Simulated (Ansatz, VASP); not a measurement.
**Au in VASP and in Ansatz**

INCAR

```
SYSTEM = Au
PREC = Accurate ; ENCUT = 500
EDIFF = 1E-6 ; ISMEAR = 0
SIGMA = 0.1 ; LREAL = .False.
LASPH = .True. ; NELM = 120
ALGO = Normal ; ISIF = 2
LWAVE = .False. ; LCHARG = .False.
GGA = PS ; NBANDS = 12
GGA_COMPAT = .False.
```

KPOINTS

```
Automatic mesh
0
Gamma
  8 8 8
  0 0 0
```

POSCAR

```
Au
1.0
   -1.6572690000      1.6572690000      1.6572690000
    1.6572690000     -1.6572690000      1.6572690000
    1.6572690000      1.6572690000     -1.6572690000
Au
1
Direct
    0.0000000000      0.0000000000      0.0000000000
```

Input for Ansatz:

```yaml
crystal:
  lattice:
    - [-1.657269, 1.657269, 1.657269]
    - [1.657269, -1.657269, 1.657269]
    - [1.657269, 1.657269, -1.657269]
  atoms:
    - { symbol: Au, position: [0.0, 0.0, 0.0] }
basis:
  ecutwfc: 420
kpoints:
  mp_grid: { grid: [8, 8, 8] }
hamiltonian:
  xc: pbesol
scf:
  occupations: { method: gaussian, width: 0.1 }
output:
  forces: true
  stress: true
  eigenvalues: true
```

Alike in both runs: task single point; functional PBEsol; k mesh 8 × 8 × 8; occupations gaussian, width 0.1 eV; no spin polarisation.

|  | VASP | Ansatz |
| --- | --- | --- |
| version | VASP 6.6.1 | Ansatz 0.2.0 |
| potentials or method | VASP PAW PBE potentials, release 64 (Au), cutoff 500 eV | scalar-relativistic, plane waves, PAW |
| valence electrons in the cell | 11 | 19 |

VASP gave:

```
gap on the k mesh at the Fermi level (eV) : none
pressure (GPa)                            : -9.6
```

**Question.** What did Ansatz give for the same quantities?

**Answer.** gap on the k mesh at the Fermi level (eV): none; pressure (GPa): -9.4.

VASP's potentials were made for PBE, not for PBEsol. A gap of «none» marks a metal or a gap that the smearing closes. VASP's potentials hold 11 valence electrons a cell and Ansatz's 19, so a difference there can come from the potentials and not from the codes.

Spin-orbit coupling is off throughout.
